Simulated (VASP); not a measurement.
A run of VASP 6.6.1 is set up as follows.

File INCAR:

```
SYSTEM = KF
PREC = Accurate ; ENCUT = 520
EDIFF = 1E-6 ; ISMEAR = -1
SIGMA = 0.02 ; LREAL = .FALSE.
LASPH = .TRUE. ; NELM = 60
ALGO = Normal ; ISIF = 2
LWAVE = .FALSE. ; LCHARG = .FALSE.
GGA = PE ; NBANDS = 15
```

The input KPOINTS:

```
Automatic mesh
0
G
  8 8 8
  0 0 0
```

POSCAR

```
KF
1.0
    2.9919530854      0.0000000000      0.0000000000
    0.0000000000      2.9919530854      0.0000000000
    0.0000000000      0.0000000000      3.1788706815
K F
1 1
Direct
    0.0000000000      0.0000000000      0.0000000000
    0.5000000000      0.5000000000      0.5000000000
```

Potentials or basis: VASP PAW PBE potentials, release 64 (K_sv, F).

Run with:

```bash
$ cat potpaw_PBE.64/K_sv/POTCAR potpaw_PBE.64/F/POTCAR > POTCAR
$ mpirun -np 1 vasp_std > vasp.out
```

Q: What does it give for the band gap on the k mesh?

A: 7.69 eV, indirect (least direct gap 7.69 eV).

Q: What does it give for the pressure?

A: 10.6 GPa.

Stress tensor (GPa, compression positive):
```
12.78  0.00  0.00
 0.00 12.78  0.00
 0.00  0.00  6.34
```

Caveat: the cell differs from its parent crystal (biaxial xy strain -5.9%). A k mesh can miss the band edges.
